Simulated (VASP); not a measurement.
# TiO2 (P4_2/mnm) in VASP: a series of runs

Runs on TiO2. Level: r2SCAN. Tasks: single point.

All numbers are computed with VASP 6.6.1; they aren't measurements. Logs are shortened: lines on timing, memory, paths and dates and some standing lists are left out, and cuts for length are marked.

**1. The cell of the first run**

The structure is tetragonal, space group P4_2/mnm (No. 136). Conventional cell: a = 4.597 Å, b = 4.597 Å, c = 2.954 Å, α = 90.00°, β = 90.00°, γ = 90.00°. Ti (site symmetry mmm) has 6 O at 1.95 to 1.98 Å within 2.6 Å. O (site symmetry m2m) has 3 Ti at 1.95 to 1.98 Å and 1 O at 2.54 Å within 2.6 Å.

**2. Single point, r2SCAN**

Contents of POSCAR:

```
TiO2
1.0
    4.5969450691      0.0000000000      0.0000000000
    0.0000000000      4.5969450691      0.0000000000
    0.0000000000      0.0000000000      2.9535431405
Ti O
2 4
Direct
    0.0000000000      0.0000000000      0.0000000000
    0.5000000000      0.5000000000      0.5000000000
    0.3046314432      0.3046314432      0.0000000000
    0.1953685568      0.8046314432      0.5000000000
    0.6953685568      0.6953685568      0.0000000000
    0.8046314432      0.1953685568      0.5000000000
```

Contents of INCAR.step1:

```
SYSTEM = TiO2
PREC = Accurate
ENCUT = 520
ISMEAR = 0
SIGMA = 0.01
LREAL = .FALSE.
LASPH = .TRUE.
NELM = 60
NBANDS = 33
GGA = PE
ALGO = Normal
EDIFF = 1E-4
LWAVE = .TRUE.
LCHARG = .FALSE.
```

Contents of INCAR.step2:

```
SYSTEM = TiO2
PREC = Accurate
ENCUT = 520
EDIFF = 1E-6
ISMEAR = 0
SIGMA = 0.01
LREAL = .FALSE.
LASPH = .TRUE.
NELM = 60
ALGO = Normal
ISIF = 2
LWAVE = .FALSE.
LCHARG = .FALSE.
METAGGA = R2SCAN
LMIXTAU = .TRUE.
NBANDS = 33
ISTART = 1
```

Contents of KPOINTS:

```
Automatic mesh
0
G
  4 4 6
  0 0 0
```

Potentials or basis: VASP PAW PBE potentials, release 64 (Ti_sv, O).

Launch:

```bash
cat potpaw_PBE.64/Ti_sv/POTCAR potpaw_PBE.64/O/POTCAR > POTCAR
cp INCAR.step1 INCAR
mpirun -np 1 vasp_std > vasp.out
cp INCAR.step2 INCAR
mpirun -np 1 vasp_std > vasp.out
```

OUTCAR:

```text
SYSTEM = TiO2
   PREC = Accurate
   ENCUT = 520
   EDIFF = 1E-6
   ISMEAR = 0
   LREAL = .FALSE.
   LASPH = .TRUE.
   NELM = 60
   ISIF = 2
   METAGGA = R2SCAN
   ISTART = 1

 ion  position               nearest neighbor table
   1  0.000  0.000  0.000-   4 1.95   6 1.95   4 1.95   6 1.95   5 1.98   3 1.98
   2  0.500  0.500  0.500-   3 1.95   5 1.95   3 1.95   5 1.95   4 1.98   6 1.98
   3  0.305  0.305  0.000-   2 1.95   2 1.95   1 1.98
   4  0.195  0.805  0.500-   1 1.95   1 1.95   2 1.98
   5  0.695  0.695  0.000-   2 1.95   2 1.95   1 1.98
   6  0.805  0.195  0.500-   1 1.95   1 1.95   2 1.98

  LATTYP: Found a simple tetragonal cell.
 ALAT       =     4.5969450691
 C/A-ratio  =     0.6425012908

  Lattice vectors:

 A1 = (   4.5969450691,   0.0000000000,   0.0000000000)
 A2 = (   0.0000000000,   4.5969450691,   0.0000000000)
 A3 = (   0.0000000000,   0.0000000000,   2.9535431405)

Analysis of symmetry for initial positions (statically):
=====================================================================
 Subroutine PRICEL returns:
 Original cell was already a primitive cell.

 Routine SETGRP: Setting up the symmetry group for a
 simple tetragonal supercell.

 Subroutine GETGRP returns: Found 16 space group operations
 (whereof  8 operations were pure point group operations)
 out of a pool of 16 trial point group operations.

The static configuration has the point symmetry D_2h.
 The point group associated with its full space group is D_4h.

Analysis of symmetry for dynamics (positions and initial velocities):
=====================================================================
 Subroutine PRICEL returns:
 Original cell was already a primitive cell.

 Routine SETGRP: Setting up the symmetry group for a
 simple tetragonal supercell.

 Subroutine GETGRP returns: Found 16 space group operations
 (whereof  8 operations were pure point group operations)
 out of a pool of 16 trial point group operations.

The dynamic configuration has the point symmetry D_2h.
 The point group associated with its full space group is D_4h.

 Subroutine INISYM returns: Found 16 space group operations
 (whereof  8 operations are pure point group operations),
 and found     1 'primitive' translations

----------------------------------------------------------------------------------------

                                     Primitive cell

  volume of cell :      62.4140

  direct lattice vectors                    reciprocal lattice vectors
     4.596945069  0.000000000  0.000000000     0.217535773  0.000000000  0.000000000
     0.000000000  4.596945069  0.000000000     0.000000000  0.217535773  0.000000000
     0.000000000  0.000000000  2.953543140     0.000000000  0.000000000  0.338576399

  length of vectors
     4.596945069  4.596945069  2.953543140     0.217535773  0.217535773  0.338576399

  position of ions in fractional coordinates (direct lattice)
     0.000000000  0.000000000  0.000000000
     0.500000000  0.500000000  0.500000000
     0.304631443  0.304631443  0.000000000
     0.195368557  0.804631443  0.500000000
     0.695368557  0.695368557  0.000000000
     0.804631443  0.195368557  0.500000000

  ion indices of the primitive-cell ions
   primitive index   ion index
                 1           1
                 2           2
                 3           3
                 4           4
                 5           5
                 6           6

----------------------------------------------------------------------------------------

 KPOINTS: Automatic mesh

Automatic generation of k-mesh.
 Grid dimensions read from file:
 generate k-points for:    4    4    6

 Generating k-lattice:

  Cartesian coordinates                     Fractional coordinates (reciprocal lattice)
     0.054383943  0.000000000  0.000000000     0.250000000  0.000000000  0.000000000
     0.000000000  0.054383943  0.000000000     0.000000000  0.250000000  0.000000000
     0.000000000  0.000000000  0.056429400     0.000000000  0.000000000  0.166666667

  Length of vectors
     0.054383943  0.054383943  0.056429400

  Shift w.r.t. Gamma in fractional coordinates (k-lattice)
     0.000000000  0.000000000  0.000000000

 Subroutine IBZKPT returns following result:
 ===========================================

 Found     24 irreducible k-points:

 Following reciprocal coordinates:
            Coordinates               Weight
  0.000000  0.000000  0.000000      1.000000
  0.250000  0.000000  0.000000      4.000000
  0.500000  0.000000  0.000000      2.000000
  0.250000  0.250000  0.000000      4.000000
  0.500000  0.250000  0.000000      4.000000
  0.500000  0.500000  0.000000      1.000000
[... 16 lines left out ...]
  0.500000  0.250000  0.500000      4.000000
  0.500000  0.500000  0.500000      1.000000
   k-points           NKPTS =     24   k-points in BZ     NKDIM =     24   number of bands    NBANDS=     33
   number of dos      NEDOS =    301   number of ions     NIONS =      6
   total plane-waves  NPLWV =  31104
   dimension x,y,z NGX =    36 NGY =   36 NGZ =   24
   dimension x,y,z NGXF=    72 NGYF=   72 NGZF=   48
   ions per type =               2   4
   NGX,Y,Z   is equivalent  to a cutoff of  13.02, 13.02, 13.51 a.u.
   NGXF,Y,Z  is equivalent  to a cutoff of  26.04, 26.04, 27.02 a.u.
 SYSTEM =  TiO2
   PREC   = accura    normal or accurate (medium, high low for compatibility)
   ISTART =      1    job   : 0-new  1-cont  2-samecut
   ICHARG =      0    charge: 1-file 2-atom 10-const
   ISPIN  =      1    spin polarized calculation?
   LNONCOLLINEAR =      F non collinear calculations
   LSORBIT =      F    spin-orbit coupling
   LASPH  =      T    aspherical Exc in radial PAW
   ENCUT  =  520.0 eV  38.22 Ry    6.18 a.u.   8.55  8.55  5.49*2*pi/ulx,y,z
   NELM   =     60;   NELMIN=  2; NELMDL=  0     # of ELM steps
   EDIFF  = 0.1E-05   stopping-criterion for ELM
   LREAL  =      F    real-space projection
   EDIFFG = 0.1E-04   stopping-criterion for IOM
   NSW    =      0    number of steps for IOM
   IBRION =     -1    ionic relax: 0-MD 1-quasi-New 2-CG
   NFREE  =      0    steps in history (QN), initial steepest desc. (CG)
   ISIF   =      2    stress and relaxation
   ISYM   =      2    0-nonsym 1-usesym 2-fastsym
   POTIM  = 0.5000    time-step for ionic-motion
   TEBEG  =    0.0;   TEEND  =   0.0 temperature during run
   PSTRESS=    0.0 pullay stress
   NELECT =      48.0000    total number of electrons
   NUPDOWN=      -1.0000    fix difference up-down
   EMIN   =  10.00;   EMAX   =-10.00  energy-range for DOS
   EFERMI =   0.00;   METHOD = LEGACY
   ISMEAR =     0;   SIGMA  =   0.01  broadening in eV -4-tet -1-fermi 0-gaus
   EFERMI_NEDOS =   21; number of points for ismear=-14 and -15
   IALGO  =     38    algorithm
   IMIX   =      4    mixing-type and parameters
     AMIX     =   0.40;   BMIX     =  1.00
     AMIX_MAG =   1.60;   BMIX_MAG =  1.00
  volume/ion in A,a.u.               =      10.40        70.20
  Fermi-wavevector in a.u.,A,eV,Ry     =   1.499896  2.834393 30.608880  2.249689
  Thomas-Fermi vector in A             =   2.611467
   LORBIT       =      0    0 simple, 1 ext, 2 COOP (PROOUT), +10 PAW based schemes
   METAGGA = R2SCAN    functional components
   LHFCALC =     F    Hartree Fock is set to
   AEXX    =    0.0000 exact exchange contribution
   IVDW    =     0    specifies the selected vdW correction
   LEPSILON=     F    determine dielectric tensor
   LRPA    =     F    only Hartree local field effects (RPA)
 non-spin polarized calculation
 Gauss-broadening in eV      SIGMA  =   0.01
  energy-cutoff  :      520.00
  volume of cell :       62.41
 maximum number of plane-waves:      1698
 NGX is ok and might be reduce to    36
   NGX = 17   NGY = 17   NGZ = 11

 number of electron      48.0000021 magnetization

 Free energy of the ion-electron system (eV)
  ---------------------------------------------------
  ext. energy  EPLUGINS =         0.00000000
  ---------------------------------------------------
  free energy    TOTEN  =       -69.79351969 eV

  energy without entropy =      -69.79351969  energy(sigma->0) =      -69.79351969

 E-fermi :   4.7017     XC(G=0): -12.1566

 val. band max:        4.5432890224   @ k =   0.0000   0.0000   0.0000
 cond. band min:       6.7718972071   @ k =   0.0000   0.0000   0.0000
 fundamental gap:      2.2286081847
 Fermi energy:         4.7017009019

 k-point     1 :       0.0000    0.0000    0.0000
  band No.  band energies     occupation
      1     -54.5996      2.00000
      2     -54.5817      2.00000
      3     -29.8664      2.00000
      4     -29.8664      2.00000
      5     -29.6879      2.00000
      6     -29.6879      2.00000
[... 25 lines left out ...]
     32      11.5298      0.00000
     33      11.5298      0.00000

 k-point     2 :       0.2500    0.0000    0.0000
  band No.  band energies     occupation
      1     -54.5970      2.00000
      2     -54.5843      2.00000
      3     -29.8457      2.00000
      4     -29.8441      2.00000
      5     -29.7125      2.00000
      6     -29.7108      2.00000
[... 25 lines left out ...]
     32      11.3321      0.00000
     33      11.3674      0.00000

 k-point     3 :       0.5000    0.0000    0.0000
  band No.  band energies     occupation
      1     -54.5906      2.00000
      2     -54.5906      2.00000
      3     -29.8097      2.00000
      4     -29.8097      2.00000
      5     -29.7490      2.00000
      6     -29.7490      2.00000
[... 25 lines left out ...]
     32      10.9980      0.00000
     33      11.1519      0.00000

 k-point     4 :       0.2500    0.2500    0.0000
  band No.  band energies     occupation
      1     -54.5951      2.00000
      2     -54.5862      2.00000
      3     -29.8725      2.00000
      4     -29.8101      2.00000
      5     -29.7486      2.00000
      6     -29.6841      2.00000
[... 673 lines left out ...]
     32      10.7619      0.00000
     33      10.9051      0.00000

 k-point    23 :       0.5000    0.2500    0.5000
  band No.  band energies     occupation
      1     -54.5491      2.00000
      2     -54.5491      2.00000
      3     -30.1059      2.00000
      4     -30.1059      2.00000
      5     -29.7087      2.00000
      6     -29.7087      2.00000
[... 25 lines left out ...]
     32      10.0805      0.00000
     33      11.6959      0.00000

 k-point    24 :       0.5000    0.5000    0.5000
  band No.  band energies     occupation
      1     -54.5491      2.00000
      2     -54.5491      2.00000
      3     -30.0990      2.00000
      4     -30.0990      2.00000
      5     -29.7158      2.00000
      6     -29.7158      2.00000
[... 25 lines left out ...]
     32      10.8116      0.00000
     33      10.8932      0.00000

------------------------ aborting loop because EDIFF is reached ----------------------------------------

  FORCE on cell =-STRESS in cart. coord.  units (eV):
  Direction    XX          YY          ZZ          XY          YZ          ZX
  --------------------------------------------------------------------------------------
  -------------------------------------------------------------------------------------
  Total        0.4004243      0.4004243      0.6919936      0.0000000      0.0000000      0.0000000
  in kB       10.2789577     10.2789577     17.7635879      0.0000000      0.0000000      0.0000000
  external PRESSURE =      12.7738345 kB  Pullay stress =       0.0000000 kB

 VOLUME and BASIS-vectors are now :
 -----------------------------------------------------------------------------
  energy-cutoff  :      520.00
  volume of cell :       62.41
      direct lattice vectors                 reciprocal lattice vectors
     4.596945069  0.000000000  0.000000000     0.217535773  0.000000000  0.000000000
     0.000000000  4.596945069  0.000000000     0.000000000  0.217535773  0.000000000
     0.000000000  0.000000000  2.953543140     0.000000000  0.000000000  0.338576399

 POSITION                                       TOTAL-FORCE (eV/Angst)
 -----------------------------------------------------------------------------------
      0.00000      0.00000      0.00000         0.000000      0.000000     -0.000000
      2.29847      2.29847      1.47677         0.000000      0.000000     -0.000000
      1.40037      1.40037      0.00000        -0.025511     -0.025511     -0.000000
      0.89810      3.69885      1.47677         0.025511     -0.025511     -0.000000
      3.19657      3.19657      0.00000         0.025511      0.025511      0.000000
      3.69885      0.89810      1.47677        -0.025511      0.025511      0.000000
 -----------------------------------------------------------------------------------
    total drift:                                0.000000      0.000000      0.000000

  FREE ENERGIE OF THE ION-ELECTRON SYSTEM (eV)
  ---------------------------------------------------
  free  energy   TOTEN  =       -69.7935196874 eV

  energy  without entropy=      -69.7935196874  energy(sigma->0) =      -69.79351969
```

Wall time 76 s (1 thread of Intel Xeon 6975P-C (Granite Rapids), shared host); peak memory 0.19 GiB.

What came out:

| Item | Value |
| --- | --- |
| Free energy | -69.7935 eV |
| Pressure | 1.3 GPa |
| Largest force | 0.036 eV/Å |
| Band gap on the k mesh | 2.23 eV, direct |

Forces in eV/Å, atoms in the order of the input:
```
Ti   0.000  0.000  0.000
Ti   0.000  0.000  0.000
O   -0.026 -0.026  0.000
O    0.026 -0.026  0.000
O    0.026  0.026  0.000
O   -0.026  0.026  0.000
```

Caveat: the PAW data sets were made with another functional, which shifts forces and pressure a little.

**3. Single point, r2SCAN (in-plane strain +0.005, then relaxed in part)**

Contents of POSCAR:

```
TiO2
1.0
    4.6199297944      0.0000000000      0.0000000000
    0.0000000000      4.6199297944      0.0000000000
    0.0000000000      0.0000000000      2.9442595006
Ti O
2 4
Direct
    0.0000000000      0.0000000000      0.0000000000
    0.5000000000      0.5000000000      0.5000000000
    0.3048718901      0.3048718901      0.0000000000
    0.1951281099      0.8048718901      0.5000000000
    0.6951281099      0.6951281099      0.0000000000
    0.8048718901      0.1951281099      0.5000000000
```

Contents of INCAR.step1:

```
ALGO     = Normal         # electronic algorithm
EDIFF    = 1E-4           # SCF threshold, eV
ENCUT    = 520            # plane-wave cutoff, eV
GGA      = PE             # functional
ISMEAR   = 0              # smearing method
LASPH    = T              # aspherical terms in the spheres
LCHARG   = F              # write CHGCAR
LREAL    = F              # projectors in reciprocal space
LWAVE    = T              # write WAVECAR
NBANDS   = 33             # bands
NELM     = 60             # most SCF steps
PREC     = Accurate       # precision mode
SIGMA    = 0.01           # smearing width, eV
```

Contents of INCAR.step2:

```
ALGO     = Normal         # electronic algorithm
EDIFF    = 1E-6           # SCF threshold, eV
ENCUT    = 520            # plane-wave cutoff, eV
ISIF     = 2              # what is computed and relaxed
ISMEAR   = 0              # smearing method
ISTART   = 1            
LASPH    = T              # aspherical terms in the spheres
LCHARG   = F              # write CHGCAR
LMIXTAU  = T            
LREAL    = F              # projectors in reciprocal space
LWAVE    = F              # write WAVECAR
METAGGA  = R2SCAN         # meta-GGA
NBANDS   = 33             # bands
NELM     = 60             # most SCF steps
PREC     = Accurate       # precision mode
SIGMA    = 0.01           # smearing width, eV
```

Contents of KPOINTS:

```
k-points
0
Gamma
  4 4 6
```

Potentials or basis: VASP PAW PBE potentials, release 64 (Ti_sv, O).

Launch:

```bash
cat potpaw_PBE.64/Ti_sv/POTCAR potpaw_PBE.64/O/POTCAR > POTCAR
cp INCAR.step1 INCAR
mpirun -np 1 vasp_std > vasp.out
cp INCAR.step2 INCAR
mpirun -np 1 vasp_std > vasp.out
```

OUTCAR:

```text
EDIFF = 1E-6
   ENCUT = 520
   ISIF = 2
   ISMEAR = 0
   ISTART = 1
   LASPH = T
   LREAL = F
   METAGGA = R2SCAN
   NELM = 60
   PREC = Accurate

 ion  position               nearest neighbor table
   1  0.000  0.000  0.000-   4 1.95   6 1.95   4 1.95   6 1.95   5 1.99   3 1.99
   2  0.500  0.500  0.500-   3 1.95   5 1.95   3 1.95   5 1.95   4 1.99   6 1.99
   3  0.305  0.305  0.000-   2 1.95   2 1.95   1 1.99
   4  0.195  0.805  0.500-   1 1.95   1 1.95   2 1.99
   5  0.695  0.695  0.000-   2 1.95   2 1.95   1 1.99
   6  0.805  0.195  0.500-   1 1.95   1 1.95   2 1.99

  LATTYP: Found a simple tetragonal cell.
 ALAT       =     4.6199297944
 C/A-ratio  =     0.6372952905

  Lattice vectors:

 A1 = (   4.6199297944,   0.0000000000,   0.0000000000)
 A2 = (   0.0000000000,   4.6199297944,   0.0000000000)
 A3 = (   0.0000000000,   0.0000000000,   2.9442595006)

Analysis of symmetry for initial positions (statically):
=====================================================================
 Subroutine PRICEL returns:
 Original cell was already a primitive cell.

[... 182 lines left out ...]
 cond. band min:       6.6733523565   @ k =   0.0000   0.0000   0.0000
 fundamental gap:      2.2331184977
 Fermi energy:         4.5888806109

 k-point     1 :       0.0000    0.0000    0.0000
  band No.  band energies     occupation
      1     -54.6917      2.00000
      2     -54.6748      2.00000
      3     -29.9519      2.00000
      4     -29.9519      2.00000
      5     -29.7780      2.00000
      6     -29.7780      2.00000
[... 853 lines left out ...]
     32      10.6537      0.00000
     33      10.8357      0.00000

------------------------ aborting loop because EDIFF is reached ----------------------------------------

  FORCE on cell =-STRESS in cart. coord.  units (eV):
  Direction    XX          YY          ZZ          XY          YZ          ZX
  --------------------------------------------------------------------------------------
  -------------------------------------------------------------------------------------
  Total       -0.3463681     -0.3463681      0.6981843      0.0000000      0.0000000      0.0000000
  in kB       -8.8308313     -8.8308313     17.8005662      0.0000000      0.0000000      0.0000000
  external PRESSURE =       0.0463012 kB  Pullay stress =       0.0000000 kB

 VOLUME and BASIS-vectors are now :
 -----------------------------------------------------------------------------
  energy-cutoff  :      520.00
  volume of cell :       62.84
      direct lattice vectors                 reciprocal lattice vectors
     4.619929794  0.000000000  0.000000000     0.216453506  0.000000000  0.000000000
     0.000000000  4.619929794  0.000000000     0.000000000  0.216453506  0.000000000
     0.000000000  0.000000000  2.944259501     0.000000000  0.000000000  0.339643975

 POSITION                                       TOTAL-FORCE (eV/Angst)
 -----------------------------------------------------------------------------------
      0.00000      0.00000      0.00000         0.000000      0.000000      0.000000
      2.30996      2.30996      1.47213         0.000000      0.000000      0.000000
      1.40849      1.40849      0.00000        -0.027664     -0.027664     -0.000000
      0.90148      3.71845      1.47213         0.027664     -0.027664     -0.000000
      3.21144      3.21144      0.00000         0.027664      0.027664      0.000000
      3.71845      0.90148      1.47213        -0.027664      0.027664      0.000000
 -----------------------------------------------------------------------------------
    total drift:                               -0.000000      0.000000      0.000000

  FREE ENERGIE OF THE ION-ELECTRON SYSTEM (eV)
  ---------------------------------------------------
  free  energy   TOTEN  =       -69.7920884786 eV

  energy  without entropy=      -69.7920884786  energy(sigma->0) =      -69.79208848
```

Wall time 72 s (1 thread of Intel Xeon 6975P-C (Granite Rapids), shared host); peak memory 0.19 GiB.

Results:

* Free energy: -69.7921 eV
* Pressure: 0.0 GPa
* Largest force: 0.039 eV/Å
* Band gap on the k mesh: 2.23 eV, direct

Forces on the atoms (eV/Å):
```
Ti   0.000  0.000  0.000
Ti   0.000  0.000  0.000
O   -0.028 -0.028  0.000
O    0.028 -0.028  0.000
O    0.028  0.028  0.000
O   -0.028  0.028  0.000
```

Caveat: the cell differs from its parent crystal (in-plane strain +0.005, then relaxed in part); the PAW data sets were made with another functional, which shifts forces and pressure a little. A k mesh can miss the band edges.

(Continued in part 2 of 2.)
